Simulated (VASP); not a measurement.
Ni3Ge, 4 atoms in the cell. Symmetry: Pm-3m, No. 221, cubic system. Conventional cell: a = 3.530 Å, b = 3.530 Å, c = 3.530 Å, α = 90.00°, β = 90.00°, γ = 90.00°. Within 3.3 Å of Ni (site symmetry 4/mmm) lie 8 Ni at 2.50 Å and 4 Ge at 2.50 Å. Within 3.3 Å of Ge (site symmetry m-3m) lie 12 Ni at 2.50 Å. 

```yaml
Program: VASP 6.6.1
Task: single point
Functional: r2SCAN
Dispersion: D4
Potentials_or_basis: VASP PAW PBE potentials, release 64 (Ni, Ge_d)
Cutoff: 520 eV
k_mesh: 7 × 7 × 7, shifted
Occupations: fermi-dirac, width 0.2 eV
Spin: collinear spin, ferromagnetic start
Starting_moments: "[1.65, 1.65, 1.65, 0.48] μB"
Fixed_moment: 5.4 μB
Dipole_correction: no
Further_INCAR_settings: ALGO = Normal; EDIFF = 1e-06; NBANDS = 34
```

Potentials or basis: VASP PAW PBE potentials, release 64 (Ni, Ge_d).

The run is started by

```console
$ cat potpaw_PBE.64/Ni/POTCAR potpaw_PBE.64/Ge_d/POTCAR > POTCAR
$ cp INCAR.step1 INCAR
$ mpirun -np 1 vasp_std > vasp.out
$ cp INCAR.step2 INCAR
$ mpirun -np 1 vasp_std > vasp.out
```

Hardware: 1 thread of Intel(R) Xeon(R) 6975P-C (Granite Rapids) (shared host).

**Question.** How long does it take, and how much memory?

**Answer.** Run time: 2.5 min on 1 thread of Intel(R) Xeon(R) 6975P-C (Granite Rapids) (shared host), peak memory 0.21 GiB. Counts: k points 20.
